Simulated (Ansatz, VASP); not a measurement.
## One calculation of Sn3GeTe4, two programs

```
CELL_PARAMETERS angstrom
4.47186 0.00000 0.00000
0.00000 4.47186 0.00000
0.00000 0.00000 12.62354
ATOMIC_POSITIONS crystal
Sn 0.00000 0.00000 0.00000
Sn 0.50000 0.50000 0.25292
Sn 0.50000 0.50000 0.74708
Ge 0.00000 0.00000 0.50000
Te 0.00000 0.00000 0.25861
Te 0.50000 0.50000 0.50000
Te 0.00000 0.00000 0.74139
Te 0.50000 0.50000 0.00000
```

Alike in both runs: functional PBE; k mesh 8 × 8 × 4; occupations gaussian, width 0.1 eV; no spin polarisation.

Ansatz relaxed the structure, and its values are those at the end. VASP's run is a single point on that final structure, the one shown.

|  | VASP | Ansatz |
| --- | --- | --- |
| version | VASP 6.6.1 | Ansatz 0.2.0 |
| potentials or method | VASP PAW PBE potentials, release 64 (Sn_d, Ge_d, Te), cutoff 520 eV | scalar-relativistic, plane waves, PAW |
| valence electrons in the cell | 80 | 120 |

```tsv
	VASP	Ansatz	Ansatz less VASP
gap on the k mesh at the Fermi level (eV)	none	none	-
pressure (GPa)	0.0	0.0	+0.03
```

A gap of «none» marks a metal or a gap that the smearing closes. VASP's potentials hold 80 valence electrons a cell and Ansatz's 120, so a difference there can come from the potentials and not from the codes.

Spin-orbit coupling is off throughout.
